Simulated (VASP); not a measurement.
Runs of VASP 6.6.1 on Mg. The structure is that of space group P6/mmm (No. 191), or close to it. The cells are those of the table. This isn't the form of Mg at room conditions, which is hcp.

```tsv
cell	gap on the mesh (eV)	pressure (GPa)
a = 3.220, b = 3.220, c = 2.732 Å, angles 90.0, 90.0, 120.0°, 1 atom	none	0.8
a = 3.136, b = 3.136, c = 2.880 Å, angles 90.0, 90.0, 120.0°, 1 atom	none	0.1
a = 2.870, b = 2.870, c = 3.438 Å, angles 90.0, 90.0, 120.0°, 1 atom	none	4.4
a = 2.955, b = 2.955, c = 3.245 Å, angles 90.0, 90.0, 120.0°, 1 atom	none	(a)
```

Alike in all rows: task single point; level r2SCAN; potentials or basis VASP PAW PBE potentials, release 64 (Mg); no spin polarisation; k mesh 21 × 21 × 18; cutoff (eV) 520; smearing gaussian 0.15 eV.

Task: Estimate the missing entries.

Result: (a) 1.9.

Caveats: the PAW data sets were made with another functional, which shifts forces and pressure a little; the stress differs along the axes, from -4 to 10 GPa (at least some runs); the stress differs along the axes, from -2 to 4 GPa (at least some runs); the stress differs along the axes, from -4 to 9 GPa (at least some runs); the stress differs along the axes, from -3 to 4 GPa (at least some runs).

A gap of «none» marks levels without a gap at the run's occupations.
